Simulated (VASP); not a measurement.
Here is a VASP 6.6.1 calculation.

File INCAR:

```
SYSTEM = Al3C2
PREC = Accurate
ENCUT = 600
EDIFF = 1E-7
ISMEAR = 0
SIGMA = 0.2
LREAL = .FALSE.
LASPH = .TRUE.
NELM = 80
ALGO = Normal
ISIF = 3
LWAVE = .FALSE.
LCHARG = .FALSE.
GGA = PE
IBRION = 2
NSW = 80
EDIFFG = -0.025
```

File KPOINTS:

```
regular mesh
0
G
  8 4 8
  0 0 0
```

Contents of POSCAR:

```
Al3C2
1.0
    1.5358042820     -2.6582226048     -0.0069106762
   -4.5306867123     -2.6139247509     -0.0009985124
   -0.0064391780      1.7512933269     -6.7897677727
Al C
6 4
Direct
    0.4841318820      0.4892875629      0.0161153075
   -0.0215395013      0.0060731707      0.0051733129
    0.6532616956      0.8951511888      0.3080865141
    0.1591765536      0.4159519680      0.3334597648
    0.8866148672      0.5689396413      0.6857901195
    0.3643592029      0.1032544321      0.6657020700
    0.3645819638      0.7975879648      0.8272151547
    0.9023819775      0.3172309204      0.8047956331
    0.1171230866      0.7192390123      0.1778373715
    0.5899082720      0.1872841390      0.1758247519
```

Potentials or basis: VASP PAW PBE potentials, release 64 (Al, C).

The run is started by

```bash
$ cat potpaw_PBE.64/Al/POTCAR potpaw_PBE.64/C/POTCAR > POTCAR
$ mpirun -np 1 vasp_std > vasp.out
```

(1) Estimate the relaxed cell.

(2) Estimate the relaxed volume.

(3) Predict the band gap on the k mesh.

(4) What does it give for the space group after relaxing (to 0.1 Å)?

Results:

(1) a = 3.131 Å, b = 5.442 Å, c = 6.964 Å, α = 97.97°, β = 102.43°, γ = 89.86°.

(2) 11.47 Å³/atom.

(3) zero (bands 17 and 18 overlap by 1.91 eV).

(4) C2/m (No. 12).
